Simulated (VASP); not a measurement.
# SiO2: electric field gradients with PBE

Crystal: SiO2.

```xyz
24
Lattice="4.7116 0.0000 0.0000 0.0000 8.0926 0.0000 0.0000 0.0000 8.5306" Properties=species:S:1:pos:R:3 pbc="T T T"
Si    0.6783    0.5095    1.3571
Si    0.6783    3.5368    5.6224
Si    3.0341    4.5558    7.1736
Si    1.6775    3.5368    1.3571
Si    4.0332    4.5558    2.9083
Si    4.0332    7.5831    7.1736
Si    3.0341    7.5831    2.9083
Si    1.6775    0.5095    5.6224
O     2.7718    0.4389    6.8160
O     2.7718    3.6074    2.5507
O     1.9397    4.4852    5.9799
O     1.1779    2.0231    5.4539
O     0.4161    4.4852    1.7146
O     1.9397    7.6537    1.7146
O     4.2955    0.4389    2.5507
O     0.0000    4.0463    4.2653
O     3.5337    6.0694    3.0767
O     3.5337    6.0694    7.3420
O     4.2955    3.6074    6.8160
O     2.3558    4.0463    0.0000
O     1.1779    2.0231    1.1886
O     0.4161    7.6537    5.9799
O     0.0000    0.0000    0.0000
O     2.3558    0.0000    4.2653
```

| Item | Value |
| --- | --- |
| Program | VASP 6.6.1 |
| Task | electric field gradients |
| Functional | PBE |
| Potentials or basis | VASP PAW PBE potentials, release 64 (Si, O) |
| Cutoff | 520 eV |
| k mesh | 5 × 3 × 3 |
| Occupations | fermi-dirac, width 0.02 eV |
| Spin | no spin polarisation |
| Dipole correction | no |
| Further INCAR settings | LREAL = Auto; ALGO = Normal; EDIFF = 1e-08; NBANDS = 82 |

| Quantity | Value |
| --- | --- |
| Pressure | 5.2 GPa |
| Largest force | 0.362 eV/Å |
| Band gap on the k mesh | 5.73 eV, direct |

Forces on the atoms (eV/Å):
```
Si  -0.016  0.006  0.026
Si  -0.016 -0.006  0.026
Si  -0.016  0.006 -0.026
Si   0.016 -0.006  0.026
Si   0.016  0.006 -0.026
Si   0.016 -0.006 -0.026
Si  -0.016 -0.006 -0.026
Si   0.016  0.006  0.026
O   -0.032  0.269  0.240
O   -0.032 -0.269  0.240
O    0.032  0.269 -0.240
O    0.000  0.000 -0.099
O   -0.032  0.269 -0.240
O    0.032 -0.269 -0.240
O    0.032  0.269  0.240
O    0.000  0.000  0.000
O    0.000  0.000  0.099
O    0.000  0.000  0.099
O    0.032 -0.269  0.240
O    0.000  0.000  0.000
O    0.000  0.000 -0.099
O   -0.032 -0.269 -0.240
O    0.000  0.000  0.000
O    0.000  0.000  0.000
```

Stress tensor (GPa, compression positive):
```
5.12 0.00 0.00
0.00 5.02 0.00
0.00 0.00 5.32
```

Levels at points of the mesh, in eV from the valence-band top:
| k point | band 61 | band 62 | band 63 | band 64 | band 65 | band 66 | band 67 | band 68 |
| --- | --- | --- | --- | --- | --- | --- | --- | --- |
| (0.00, 0.00, 0.00) | -0.36 | -0.26 | -0.06 | 0.00 | 5.73 | 8.08 | 8.10 | 8.35 |

Electric field gradients, principal values (V/Å²):
| atom | least | middle | greatest (by size) |
| --- | --- | --- | --- |
| 1 Si | -0.374 | -7.321 | 7.696 |
| 2 Si | -0.374 | -7.321 | 7.696 |
| 3 Si | -0.374 | -7.321 | 7.696 |
| 4 Si | -0.374 | -7.321 | 7.696 |
| 5 Si | -0.374 | -7.321 | 7.696 |
| 6 Si | -0.374 | -7.321 | 7.696 |
| 7 Si | -0.374 | -7.321 | 7.696 |
| 8 Si | -0.374 | -7.321 | 7.696 |
| 9 O | -27.881 | -56.563 | 84.445 |
| 10 O | -27.881 | -56.563 | 84.445 |
| 11 O | -27.881 | -56.563 | 84.445 |
| 12 O | -44.697 | -51.499 | 96.196 |
| 13 O | -27.881 | -56.563 | 84.445 |
| 14 O | -27.881 | -56.563 | 84.445 |
| 15 O | -27.881 | -56.563 | 84.445 |
| 16 O | -46.910 | -50.566 | 97.476 |
| 17 O | -44.697 | -51.499 | 96.196 |
| 18 O | -44.697 | -51.499 | 96.196 |
| 19 O | -27.881 | -56.563 | 84.445 |
| 20 O | -46.910 | -50.566 | 97.476 |
| 21 O | -44.697 | -51.499 | 96.196 |
| 22 O | -27.881 | -56.563 | 84.445 |
| 23 O | -46.910 | -50.566 | 97.476 |
| 24 O | -46.910 | -50.566 | 97.476 |

It took 4.9 min on 1 thread of Intel(R) Xeon(R) Platinum 8488C (Sapphire Rapids) (shared host), peak memory 0.47 GiB.

Caveat: without QUAD_EFG the Cq values of the log hold for a quadrupole moment of 1 mb, not for the nuclei. A hybrid or GW would open this gap; PBE tends to underestimate it.
